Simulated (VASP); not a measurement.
## AlNi: single point with PBEsol

AlNi:

```
Al Ni
1.0
    -2.86217    0.00000   -2.86217
     0.00000   -2.86217   -2.86217
    -2.86217   -2.86217    0.00000
Al Ni
2 2
Direct
  0.50000 0.50000 0.44441
  0.00000 0.00000 0.05559
  0.25000 0.25000 0.25000
  0.75000 0.75000 0.75000
```

This cell differs from its parent crystal: atoms displaced along a vibrational mode.

| Property | Result |
| --- | --- |
| Program | VASP 6.6.1 |
| Task | single point |
| Functional | PBEsol |
| Potentials or basis | VASP PAW PBE potentials, release 64 (Al, Ni) |
| Cutoff | 600 eV |
| k mesh | 18 × 18 × 18 |
| Occupations | gaussian, width 0.15 eV |
| Spin | no spin polarisation |

| Property | Result |
| --- | --- |
| Pressure | 5.8 GPa |
| Largest force | 2.863 eV/Å |
| Band gap on the k mesh | zero (bands 13 and 14 overlap by 2.56 eV) |

Forces on the atoms (eV/Å):
```
Al  -2.025 -2.025  0.000
Al   2.025  2.025  0.000
Ni   0.000  0.000  0.000
Ni   0.000  0.000  0.000
```

Stress tensor (GPa, compression positive):
```
6.62 2.49 0.00
2.49 6.62 0.00
0.00 0.00 4.21
```

Levels at points of the mesh, in eV from the Fermi level:
```csv
k point,band 9,band 10,band 11,band 12,band 13,band 14,band 15,band 16,band 17,band 18
"(0.00, 0.00, 0.00)",-1.57,-1.03,-0.99,1.58,1.73,1.95,3.80,4.30,4.64,4.67
"(0.50, 0.00, 0.00)",-2.22,-2.22,-1.99,-1.99,1.85,1.85,2.95,2.95,4.06,4.06
"(0.00, 0.00, 0.50)",-2.23,-2.18,-1.99,-1.92,1.88,2.09,2.53,2.72,4.21,4.28
"(0.50, 0.50, 0.00)",-2.25,-2.24,-2.07,-1.46,-1.04,-0.65,1.48,2.58,8.41,9.98
"(0.00, 0.50, 0.50)",-2.37,-2.07,-2.05,-1.52,-1.05,-0.65,1.50,2.57,8.44,9.87
```

It took 9.1 min on 1 thread of Intel(R) Xeon(R) Platinum 8375C CPU @ 2.90GHz (Ice Lake) (shared host), peak memory 0.92 GiB.

Caveat: the cell differs from its parent crystal (atoms displaced along a vibrational mode); the cell stands under pressure; the PAW data sets were made with another functional, which shifts forces and pressure a little. Spin polarisation is off, so any magnetic state and its effect on volume and gap are missing.
